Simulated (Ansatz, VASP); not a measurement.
# Al2Cl3: VASP beside Ansatz

```
Al Cl
1.0
     4.62545    0.00000    0.00000
    -2.31273    4.00576    0.00000
     0.00000    0.00000    5.58481
Al Cl
2 3
Cartesian
  0.0000 2.6705 0.7707
  2.3127 1.3353 4.8141
  0.0000 0.0000 0.0000
  0.0000 2.6705 3.4905
  2.3127 1.3353 2.0943
```

Alike in both runs: task single point; functional PBE; k mesh 6 × 6 × 4; occupations gaussian, width 0.1 eV; no spin polarisation.

|  | VASP | Ansatz |
| --- | --- | --- |
| version | VASP 6.6.1 | Ansatz 0.2.0 |
| potentials or method | VASP PAW PBE potentials, release 64 (Al, Cl), cutoff 520 eV | scalar-relativistic, plane waves, PAW |
| valence electrons in the cell | 27 | 27 |

Ansatz gave:

```
gap on the k mesh at the Fermi level (eV)                     : none
pressure (GPa)                                                : 2.7
traceless stress, the component that is largest in VASP (GPa) : -3.48
rms of the force components (eV/Å)                            : 0.380
```

Task: What did VASP give for the same quantities?

Result: gap on the k mesh at the Fermi level (eV): none; pressure (GPa): 2.6; traceless stress, the component that is largest in VASP (GPa): -3.51; rms of the force components (eV/Å): 0.379.

Atom by atom the forces differ by 0.001 eV/Å (rms over components). A gap of «none» marks a metal or a gap that the smearing closes. With one functional, cell and mesh, what is left measures potentials, basis and numerics.
